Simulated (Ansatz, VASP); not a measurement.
**Two plane-wave programs on MgO**

```
Mg O
1.0
     3.25534    0.00000    0.00000
    -1.62767    2.81920    0.00000
     0.00000    0.00000   10.41495
Mg O
4 4
Direct
  0.33333 0.66667 0.96960
  0.00000 0.00000 0.22095
  0.00000 0.00000 0.72095
  0.66667 0.33333 0.46960
  0.33333 0.66667 0.77992
  0.92013 0.00000 0.56698
  0.00000 0.00000 0.02954
  0.66667 0.33333 0.27992
```

Alike in both runs: task single point; functional PBEsol; k mesh 9 × 9 × 4; occupations gaussian, width 0.05 eV; no spin polarisation.

```csv
,VASP,Ansatz
version,VASP 6.6.1,Ansatz 0.2.0
potentials or method,"VASP PAW PBE potentials, release 64 (Mg, O), cutoff 520 eV","scalar-relativistic, plane waves, PAW"
valence electrons in the cell,32,64
```

```csv
,VASP,Ansatz,Ansatz less VASP
gap on the k mesh at the Fermi level (eV),1.92,1.95,+0.032
least direct gap on the mesh (eV),1.92,1.95,+0.032
pressure (GPa),5.2,5.1,-0.08
"traceless stress, the component that is largest in VASP (GPa)",11.62,11.01,-0.608
rms of the force components (eV/Å),2.616,2.513,-0.1033
```

VASP's potentials were made for PBE, not for PBEsol, and Ansatz warns of the same on its side. Atom by atom the forces differ by 0.106 eV/Å (rms over components). With one functional, cell and mesh, what is left measures potentials, basis and numerics. VASP's potentials hold 32 valence electrons a cell and Ansatz's 64, so a difference there can come from the potentials and not from the codes.
